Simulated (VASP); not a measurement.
# ZnCd2O3 in VASP: a series of runs

Runs on ZnCd2O3. Level: PBE. Tasks: single point.

Program: VASP 6.6.1. These are calculated values, not measurements. Logs are shortened: lines on timing, memory, paths and dates and some standing lists are left out, and cuts for length are marked.

### Step 1. The cell of the first run

The structure is trigonal, space group P3m1 (No. 156). Conventional cell: a = 3.483 Å, b = 3.483 Å, c = 8.722 Å, α = 90.00°, β = 90.00°, γ = 120.00°. Within 2.6 Å of Zn (site symmetry 3m) lie 4 O at 1.96 to 2.09 Å. Within 2.9 Å of Cd (site symmetry 3m) lie 4 O at 2.20 to 2.22 Å. Cd (site symmetry 3m) has 4 O at 2.19 to 2.20 Å within 2.9 Å. O (site symmetry 3m) has 4 Cd at 2.20 Å within 2.9 Å. Within 2.6 Å of O (site symmetry 3m) lie 1 Zn at 1.96 Å and 3 Cd at 2.19 Å. Within 2.8 Å of O (site symmetry 3m) lie 3 Zn at 2.09 Å and 1 Cd at 2.22 Å.

### Step 2. Single point, PBE

Contents of INCAR:

```
SYSTEM = ZnCd2O3
PREC     = Accurate       ! precision mode
ENCUT    = 520            ! plane-wave cutoff, eV
EDIFF    = 1E-6           ! SCF threshold, eV
ISMEAR   = 0              ! smearing method
SIGMA    = 0.2            ! smearing width, eV
LREAL    = .FALSE.        ! projectors in reciprocal space
LASPH    = .TRUE.         ! aspherical terms in the spheres
NELM     = 100            ! most SCF steps
ALGO     = Normal         ! electronic algorithm
ISIF     = 2              ! what is computed and relaxed
LWAVE    = .FALSE.        ! write WAVECAR
LCHARG   = .FALSE.        ! write CHGCAR
GGA      = PE             ! functional
NBANDS   = 66             ! bands
```

Contents of KPOINTS:

```
regular mesh
0
G
  6 4 4
  0 0 0
```

Contents of POSCAR:

```
ZnCd2O3
1.0
    3.4834302315      0.0000000000      0.0000000000
    0.0000000000      6.0334781455      0.0000000000
    0.0000000000      0.0000000000      8.7221184000
Zn Cd O
2 4 6
Direct
    0.0000000000      0.0000000000      0.3345850000
    0.5000000000      0.5000000000      0.3345850000
    1.0000000000      0.3333333333      0.0142190000
    0.5000000000      0.8333333333      0.0142190000
    0.5000000000      0.1666666667      0.6600750000
    1.0000000000      0.6666666667      0.6600750000
    0.5000000000      0.1666666667      0.9123020000
    1.0000000000      0.6666666667      0.9123020000
    0.0000000000      0.0000000000      0.5596900000
    0.5000000000      0.5000000000      0.5596900000
    1.0000000000      0.3333333333      0.2691290000
    0.5000000000      0.8333333333      0.2691290000
```

Potentials or basis: VASP PAW PBE potentials, release 64 (Zn, Cd, O).

Started as:

```
cat potpaw_PBE.64/Zn/POTCAR potpaw_PBE.64/Cd/POTCAR potpaw_PBE.64/O/POTCAR > POTCAR
mpirun -np 1 vasp_std > vasp.out
```

OUTCAR:

```text
SYSTEM = ZnCd2O3
   PREC = Accurate
   ENCUT = 520
   EDIFF = 1E-6
   ISMEAR = 0
   LREAL = .FALSE.
   LASPH = .TRUE.
   NELM = 100
   ISIF = 2
   GGA = PE

 ion  position               nearest neighbor table
   1  0.000  0.000  0.335-   9 1.96  11 2.09  12 2.09  12 2.09
   2  0.500  0.500  0.335-  10 1.96  12 2.09  11 2.09  11 2.09
   3  0.000  0.333  0.014-   7 2.20   7 2.20   8 2.20  11 2.22   4 3.48   4 3.48   4 3.48   4 3.48
                             5 3.69   5 3.69   6 3.69
   4  0.500  0.833  0.014-   8 2.20   8 2.20   7 2.20  12 2.22   3 3.48   3 3.48   3 3.48   3 3.48
                             6 3.69   6 3.69   5 3.69
   5  0.500  0.167  0.660-  10 2.19   9 2.19   9 2.19   7 2.20   6 3.48   6 3.48   6 3.48   6 3.48
                             3 3.69   3 3.69   4 3.69
   6  0.000  0.667  0.660-   9 2.19  10 2.19  10 2.19   8 2.20   5 3.48   5 3.48   5 3.48   5 3.48
                             4 3.69   4 3.69   3 3.69
   7  0.500  0.167  0.912-   3 2.20   3 2.20   4 2.20   5 2.20
   8  0.000  0.667  0.912-   4 2.20   4 2.20   3 2.20   6 2.20
   9  0.000  0.000  0.560-   1 1.96   6 2.19   5 2.19   5 2.19
  10  0.500  0.500  0.560-   2 1.96   5 2.19   6 2.19   6 2.19
  11  0.000  0.333  0.269-   1 2.09   2 2.09   2 2.09   3 2.22
  12  0.500  0.833  0.269-   2 2.09   1 2.09   1 2.09   4 2.22

  LATTYP: Found a simple orthorhombic cell.
 ALAT       =     3.4834302315
 B/A-ratio  =     1.7320508075
 C/A-ratio  =     2.5038877831

  Lattice vectors:

 A1 = (   3.4834302315,   0.0000000000,   0.0000000000)
 A2 = (   0.0000000000,   6.0334781455,   0.0000000000)
 A3 = (   0.0000000000,   0.0000000000,   8.7221184000)

Analysis of symmetry for initial positions (statically):
=====================================================================
 Subroutine PRICEL returns following result:

  LATTYP: Found a hexagonal cell.
 ALAT       =     3.4834302315
 C/A-ratio  =     2.5038877831

  Lattice vectors:

 A1 = (  -3.4834302315,   0.0000000000,   0.0000000000)
 A2 = (   1.7417151157,  -3.0167390728,   0.0000000000)
 A3 = (   0.0000000000,   0.0000000000,   8.7221184000)

   2 primitive cells build up your supercell.

 Routine SETGRP: Setting up the symmetry group for a
 simple orthorhombic supercell.

 Subroutine GETGRP returns: Found  2 space group operations
 (whereof  2 operations were pure point group operations)
 out of a pool of  8 trial point group operations.

The static configuration has the point symmetry C_1h.

Analysis of symmetry for dynamics (positions and initial velocities):
=====================================================================
 Subroutine PRICEL returns following result:

  LATTYP: Found a hexagonal cell.
 ALAT       =     3.4834302315
 C/A-ratio  =     2.5038877831

  Lattice vectors:

 A1 = (  -3.4834302315,   0.0000000000,   0.0000000000)
 A2 = (   1.7417151157,  -3.0167390728,   0.0000000000)
 A3 = (   0.0000000000,   0.0000000000,   8.7221184000)

   2 primitive cells build up your supercell.

 Routine SETGRP: Setting up the symmetry group for a
 simple orthorhombic supercell.

 Subroutine GETGRP returns: Found  2 space group operations
 (whereof  2 operations were pure point group operations)
 out of a pool of  8 trial point group operations.

The dynamic configuration has the point symmetry C_1h.

 Subroutine INISYM returns: Found  2 space group operations
 (whereof  2 operations are pure point group operations),
 and found     2 'primitive' translations

----------------------------------------------------------------------------------------

                                     Primitive cell

  volume of cell :      91.6573

  direct lattice vectors                    reciprocal lattice vectors
    -3.483430231  0.000000000  0.000000000    -0.287073354 -0.165741878  0.000000000
     1.741715116 -3.016739073  0.000000000    -0.000000000 -0.331483756  0.000000000
     0.000000000  0.000000000  8.722118400     0.000000000  0.000000000  0.114651046

  length of vectors
     3.483430231  3.483430231  8.722118400     0.331483756  0.331483756  0.114651046

  position of ions in fractional coordinates (direct lattice)
     0.000000000  0.000000000  0.334585000
     0.666666667  0.333333333  0.014219000
     0.333333333  0.666666667  0.660075000
     0.333333333  0.666666667  0.912302000
     0.000000000  0.000000000  0.559690000
     0.666666667  0.333333333  0.269129000

  ion indices of the primitive-cell ions
   primitive index   ion index
                 1           1
                 2           3
                 3           6
                 4           8
                 5           9
                 6          11

----------------------------------------------------------------------------------------

 KPOINTS: regular mesh

Automatic generation of k-mesh.
 Grid dimensions read from file:
 generate k-points for:    6    4    4

 Generating k-lattice:

  Cartesian coordinates                     Fractional coordinates (reciprocal lattice)
     0.047845559  0.000000000  0.000000000     0.166666667  0.000000000  0.000000000
     0.000000000  0.041435470  0.000000000     0.000000000  0.250000000  0.000000000
     0.000000000  0.000000000  0.028662762     0.000000000  0.000000000  0.250000000

  Length of vectors
     0.047845559  0.041435470  0.028662762

  Shift w.r.t. Gamma in fractional coordinates (k-lattice)
     0.000000000  0.000000000  0.000000000

 Subroutine IBZKPT returns following result:
 ===========================================

 Found     40 irreducible k-points:

 Following reciprocal coordinates:
            Coordinates               Weight
  0.000000  0.000000  0.000000      1.000000
  0.166667  0.000000  0.000000      2.000000
  0.333333  0.000000  0.000000      2.000000
  0.500000  0.000000  0.000000      1.000000
  0.000000  0.250000  0.000000      2.000000
  0.166667  0.250000  0.000000      4.000000
[... 16 lines left out ...]
  0.500000  0.250000  0.250000      2.000000
  0.500000  0.250000 -0.250000      2.000000
 [... further k-points ...]
   k-points           NKPTS =     40   k-points in BZ     NKDIM =     40   number of bands    NBANDS=     66
   number of dos      NEDOS =    301   number of ions     NIONS =     12
   total plane-waves  NPLWV =  94080
   dimension x,y,z NGX =    28 NGY =   48 NGZ =   70
   dimension x,y,z NGXF=    56 NGYF=   96 NGZF=  140
   ions per type =               2   4   6
   NGX,Y,Z   is equivalent  to a cutoff of  13.36, 13.23, 13.34 a.u.
   NGXF,Y,Z  is equivalent  to a cutoff of  26.73, 26.45, 26.68 a.u.
 SYSTEM =  ZnCd2O3
   PREC   = accura    normal or accurate (medium, high low for compatibility)
   ISTART =      0    job   : 0-new  1-cont  2-samecut
   ICHARG =      2    charge: 1-file 2-atom 10-const
   ISPIN  =      1    spin polarized calculation?
   LNONCOLLINEAR =      F non collinear calculations
   LSORBIT =      F    spin-orbit coupling
   LASPH  =      T    aspherical Exc in radial PAW
   ENCUT  =  520.0 eV  38.22 Ry    6.18 a.u.   6.48 11.22 16.22*2*pi/ulx,y,z
   NELM   =    100;   NELMIN=  2; NELMDL= -5     # of ELM steps
   EDIFF  = 0.1E-05   stopping-criterion for ELM
   LREAL  =      F    real-space projection
   EDIFFG = 0.1E-04   stopping-criterion for IOM
   NSW    =      0    number of steps for IOM
   IBRION =     -1    ionic relax: 0-MD 1-quasi-New 2-CG
   NFREE  =      0    steps in history (QN), initial steepest desc. (CG)
   ISIF   =      2    stress and relaxation
   ISYM   =      2    0-nonsym 1-usesym 2-fastsym
   POTIM  = 0.5000    time-step for ionic-motion
   TEBEG  =    0.0;   TEEND  =   0.0 temperature during run
   PSTRESS=    0.0 pullay stress
   NELECT =     108.0000    total number of electrons
   NUPDOWN=      -1.0000    fix difference up-down
   EMIN   =  10.00;   EMAX   =-10.00  energy-range for DOS
   EFERMI =   0.00;   METHOD = LEGACY
   ISMEAR =     0;   SIGMA  =   0.20  broadening in eV -4-tet -1-fermi 0-gaus
   EFERMI_NEDOS =   21; number of points for ismear=-14 and -15
   IALGO  =     38    algorithm
   IMIX   =      4    mixing-type and parameters
     AMIX     =   0.40;   BMIX     =  1.00
     AMIX_MAG =   1.60;   BMIX_MAG =  1.00
  volume/ion in A,a.u.               =      15.28       103.09
  Fermi-wavevector in a.u.,A,eV,Ry     =   1.372410  2.593478 25.626690  1.883509
  Thomas-Fermi vector in A             =   2.498019
   LORBIT       =      0    0 simple, 1 ext, 2 COOP (PROOUT), +10 PAW based schemes
   GGA     = PE    functional components
   LHFCALC =     F    Hartree Fock is set to
   AEXX    =    0.0000 exact exchange contribution
   IVDW    =     0    specifies the selected vdW correction
   LEPSILON=     F    determine dielectric tensor
   LRPA    =     F    only Hartree local field effects (RPA)
 non-spin polarized calculation
 Gauss-broadening in eV      SIGMA  =   0.20
  energy-cutoff  :      520.00
  volume of cell :      183.31
 maximum number of plane-waves:      4970
 NGX is ok and might be reduce to    28
   NGX = 13   NGY = 23   NGZ = 33

 number of electron     108.0000054 magnetization

 Free energy of the ion-electron system (eV)
  ---------------------------------------------------
  ext. energy  EPLUGINS =         0.00000000
  ---------------------------------------------------
  free energy    TOTEN  =       -48.10019061 eV

  energy without entropy =      -48.09384896  energy(sigma->0) =      -48.09701978

 E-fermi :   0.5752     XC(G=0): -10.2389

 val. band max:        0.4021630122   @ k =   0.0000   0.0000   0.0000
 cond. band min:       1.0173991148   @ k =   0.0000   0.0000   0.2500
 fundamental gap:      0.6152361026
 Fermi energy:         0.5752445141

 k-point     1 :       0.0000    0.0000    0.0000
  band No.  band energies     occupation
      1     -16.6519      2.00000
      2     -16.3506      2.00000
      3     -16.2888      2.00000
      4     -16.2661      2.00000
      5     -16.1996      2.00000
      6     -16.1425      2.00000
[... 1645 lines left out ...]
     65       8.5390      0.00000
     66       8.5390      0.00000

 [... further k-points ...]

------------------------ aborting loop because EDIFF is reached ----------------------------------------

  FORCE on cell =-STRESS in cart. coord.  units (eV):
  Direction    XX          YY          ZZ          XY          YZ          ZX
  --------------------------------------------------------------------------------------
  -------------------------------------------------------------------------------------
  Total        1.2205858      1.2010623      1.3179483      0.0000000     -0.0003485      0.0000000
  in kB       10.6679766     10.4973406     11.5189292      0.0000000     -0.0030459      0.0000000
  external PRESSURE =      10.8947488 kB  Pullay stress =       0.0000000 kB

 VOLUME and BASIS-vectors are now :
 -----------------------------------------------------------------------------
  energy-cutoff  :      520.00
  volume of cell :      183.31
      direct lattice vectors                 reciprocal lattice vectors
     3.483430231  0.000000000  0.000000000     0.287073354  0.000000000  0.000000000
     0.000000000  6.033478146  0.000000000     0.000000000  0.165741878  0.000000000
     0.000000000  0.000000000  8.722118400     0.000000000  0.000000000  0.114651046

 POSITION                                       TOTAL-FORCE (eV/Angst)
 -----------------------------------------------------------------------------------
      0.00000      0.00000      2.91829         0.000000      0.000036     -0.028063
      1.74172      3.01674      2.91829         0.000000      0.000036     -0.028063
      0.00000      2.01116      0.12402        -0.000000      0.000391      0.024628
      1.74172      5.02790      0.12402        -0.000000      0.000391      0.024628
      1.74172      1.00558      5.75725        -0.000000      0.000313      0.025777
      0.00000      4.02232      5.75725        -0.000000      0.000313      0.025777
      1.74172      1.00558      7.95721        -0.000000     -0.000343     -0.022283
      0.00000      4.02232      7.95721        -0.000000     -0.000343     -0.022283
      0.00000      0.00000      4.88168        -0.000000     -0.000172     -0.036228
      1.74172      3.01674      4.88168        -0.000000     -0.000172     -0.036228
      0.00000      2.01116      2.34738        -0.000000     -0.000225      0.036168
      1.74172      5.02790      2.34738        -0.000000     -0.000225      0.036168
 -----------------------------------------------------------------------------------
    total drift:                                0.000000     -0.000191      0.002883

  FREE ENERGIE OF THE ION-ELECTRON SYSTEM (eV)
  ---------------------------------------------------
  free  energy   TOTEN  =       -48.1001906146 eV

  energy  without entropy=      -48.0938489553  energy(sigma->0) =      -48.09701978
```

It took 11 min on 1 thread of AMD EPYC 7R43 (Zen 3), shared host; peak memory 0.51 GiB.

What came out:

```
Free energy            : -48.1002 eV
Pressure               : 1.1 GPa
Largest force          : 0.036 eV/Å
Band gap on the k mesh : zero (filled and empty bands touch)
```

Forces on the atoms (eV/Å):
```
Zn   0.000  0.000 -0.028
Zn   0.000  0.000 -0.028
Cd   0.000  0.000  0.025
Cd   0.000  0.000  0.025
Cd   0.000  0.000  0.026
Cd   0.000  0.000  0.026
O    0.000  0.000 -0.022
O    0.000  0.000 -0.022
O    0.000  0.000 -0.036
O    0.000  0.000 -0.036
O    0.000  0.000  0.036
O    0.000  0.000  0.036
```

Caveat: semilocal functionals underestimate gaps, so a narrow gap can read as zero.

### Step 3. Single point, PBE

Contents of INCAR:

```
SYSTEM = ZnCd2O3
ALGO = Normal
EDIFF = 1E-6
ENCUT = 520
GGA = PE
ISIF = 2
ISMEAR = 0
LASPH = .True.
LCHARG = .False.
LREAL = .False.
LWAVE = .False.
NBANDS = 66
NELM = 80
PREC = Accurate
SIGMA = 0.2
```

Contents of KPOINTS:

```
k-points
0
Gamma
  6 4 4
  0 0 0
```

Contents of POSCAR:

```
ZnCd2O3
1.0
    3.4828659592     -0.0020563403      0.0040401157
   -0.0035384271      6.0337467542      0.0035153329
    0.0101605670      0.0050892480      8.7286121212
Zn Cd O
2 4 6
Direct
    0.0000523346      0.0000054537      0.3345791439
    0.4999280680      0.4999856771      0.3346599582
    1.0002379008      0.3333316840      0.0142865460
    0.5003992383      0.8334075680      0.0142880897
    0.4994533920      0.1665257482      0.6602144036
    0.9995073220      0.6665210803      0.6602736540
    0.5003418448      0.1668071236      0.9122062760
    1.0005922046      0.6667695718      0.9122704557
   -0.0003642826     -0.0000760499      0.5596477831
    0.4996701175      0.4999847703      0.5596160444
    1.0001228581      0.3333873175      0.2689795906
    0.5000590019      0.8333500554      0.2689780549
```

Potentials or basis: VASP PAW PBE potentials, release 64 (Zn, Cd, O).

Started as:

```
cat potpaw_PBE.64/Zn/POTCAR potpaw_PBE.64/Cd/POTCAR potpaw_PBE.64/O/POTCAR > POTCAR
mpirun -np 1 vasp_std > vasp.out
```

Wall time 20 min (1 thread of Intel Xeon 8259CL, shared host); peak memory 0.62 GiB.

The run converged. Its results:

```
Free energy   : -48.1011 eV
Pressure      : 1.0 GPa
Largest force : 0.041 eV/Å
```

Forces in eV/Å, atoms in the order of the input:
```
Zn  -0.002 -0.001 -0.019
Zn   0.000  0.000 -0.028
Cd  -0.003 -0.001  0.021
Cd  -0.001 -0.003  0.020
Cd  -0.001 -0.001  0.015
Cd  -0.002 -0.002  0.016
O    0.003  0.001 -0.017
O    0.000  0.002 -0.018
O    0.001  0.002 -0.041
O    0.002  0.000 -0.032
O    0.000  0.000  0.041
O    0.003  0.002  0.041
```

Levels at points of the mesh, in eV from the Fermi level:
```tsv
k point	band 50	band 51	band 52	band 53	band 54	band 55	band 56	band 57	band 58	band 59
(0.00, 0.00, 0.00)	-0.61	-0.61	-0.38	-0.23	-0.17	-0.17	2.94	3.24	4.40	4.65
(0.50, 0.00, 0.00)	-1.60	-1.49	-1.49	-0.85	-0.85	4.24	4.24	5.13	5.14	6.27
(0.00, 0.50, 0.00)	-0.83	-0.55	-0.55	-0.52	-0.52	1.96	1.96	3.88	3.88	4.71
(0.50, 0.50, 0.00)	-1.39	-1.15	-1.15	-0.90	-0.90	4.40	4.40	4.65	4.65	5.17
(0.00, 0.00, 0.50)	-0.73	-0.44	-0.44	-0.27	-0.26	1.14	1.39	4.17	4.33	4.62
(0.50, 0.00, 0.50)	-1.49	-1.35	-1.35	-1.17	-1.17	4.24	4.24	4.84	4.85	6.68
(0.00, 0.50, 0.50)	-0.97	-0.87	-0.87	-0.45	-0.45	2.32	2.32	2.93	2.93	5.78
(0.50, 0.50, 0.50)	-1.46	-0.94	-0.93	-0.74	-0.73	4.17	4.17	4.61	4.62	5.27
```
